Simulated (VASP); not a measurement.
Here is a VASP 6.6.1 calculation.

File INCAR:

```
SYSTEM = WS4
  PREC = Accurate
  ENCUT = 520
  EDIFF = 1E-6
  ISMEAR = 0
  SIGMA = 0.05
  LREAL = .False.
  LASPH = .True.
  NELM = 60
  ALGO = Normal
  ISIF = 2
  LWAVE = .False.
  LCHARG = .True.
  LDIPOL = .True.
  IDIPOL = 3
  DIPOL = 0.5 0.5 0.500
  GGA = PS
  LELF = .True.
  LVHAR = .True.
  LVACPOTAV = .True.
  NBANDS = 27
```

KPOINTS

```
regular mesh
0
Gamma
  9 9 1
  0 0 0
```

POSCAR

```
WS4
1.0
    3.1476068040      0.0000000000      0.0000000000
   -1.5738034020      2.7259074534      0.0000000000
    0.0000000000      0.0000000000     24.6075295395
S W
4 1
Direct
    0.6666666667      0.3333333333      0.3158434246
    0.3333333333      0.6666666667      0.4405879389
    0.3333333333      0.6666666667      0.5679656010
    0.0000000000      0.0000000000      0.6708552745
    0.6666666667      0.3333333333      0.5047550585
```

Potentials or basis: VASP PAW PBE potentials, release 64 (S, W_sv).

Launch:

```console
$ cat potpaw_PBE.64/S/POTCAR potpaw_PBE.64/W_sv/POTCAR > POTCAR
$ mpirun -np 1 vasp_std > vasp.out
```

Problem. Predict the band gap on the k mesh.

Solution. Zero (band 19 reaches 0.25 eV, above the bottom of band 20 at -1.85 eV).

Problem. Predict the largest force.

Solution. 0.020 eV/Å.

Forces on the atoms (eV/Å):
```
S    0.000  0.000 -0.002
S    0.000  0.000 -0.020
S    0.000  0.000  0.016
S    0.000  0.000  0.013
W    0.000  0.000 -0.007
```

Caveat: the PAW data sets were made with another functional, which shifts forces and pressure a little; spin-orbit coupling is left out, which moves the levels of the heavy elements.
